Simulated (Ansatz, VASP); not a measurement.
Two plane-wave programs on BAs

INCAR

```
SYSTEM = BAs
PREC = Accurate
ENCUT = 520
EDIFF = 1E-7
ISMEAR = -1
SIGMA = 0.2
LREAL = .False.
LASPH = .True.
NELM = 60
ALGO = Normal
ISIF = 2
LWAVE = .False.
LCHARG = .False.
NBANDS = 11
```

File KPOINTS:

```
regular mesh
0
Gamma
  12 12 12
  0 0 0
```

Contents of POSCAR:

```
BAs
1.0
    0.0000000000      2.5947391905      2.0238965686
    2.5947391905      0.0000000000      2.0238965686
    2.5947391905      2.5947391905      0.0000000000
B As
1 1
Direct
    0.0000000000      0.0000000000      0.0000000000
    0.7500000000      0.7500000000      0.7500000000
```

Input for Ansatz:

```yaml
crystal:
  lattice:
    - [0.0, 2.5947391905, 2.0238965686]
    - [2.5947391905, 0.0, 2.0238965686]
    - [2.5947391905, 2.5947391905, 0.0]
  atoms:
    - { symbol: B, position: [0.0, 0.0, 0.0] }
    - { symbol: As, position: [0.75, 0.75, 0.75] }
basis:
  ecutwfc: 420
kpoints:
  mp_grid: { grid: [12, 12, 12] }
hamiltonian:
  xc: lda
scf:
  occupations: { method: fermi_dirac, width: 0.2 }
output:
  forces: true
  stress: true
  eigenvalues: true
```

Alike in both runs: task single point; functional LDA; k mesh 12 × 12 × 12; occupations fermi-dirac, width 0.2 eV; no spin polarisation.

|  | VASP | Ansatz |
| --- | --- | --- |
| version | VASP 6.6.1 | Ansatz 0.2.0 |
| potentials or method | VASP PAW LDA potentials, release 64 (B, As), cutoff 520 eV | scalar-relativistic, plane waves, PAW |
| valence electrons in the cell | 8 | 18 |

```tsv
	VASP	Ansatz	Ansatz less VASP
gap on the k mesh at the Fermi level (eV)	none	none	-
pressure (GPa)	-4.8	-5.5	-0.73
traceless stress, the component that is largest in VASP (GPa)	18.92	19.11	+0.190
```

LDA's correlation is that of Perdew and Zunger in VASP and of Perdew and Wang (1992) in Ansatz. A gap of «none» marks a metal or a gap that the smearing closes. VASP's potentials hold 8 valence electrons a cell and Ansatz's 18, so a difference there can come from the potentials and not from the codes.
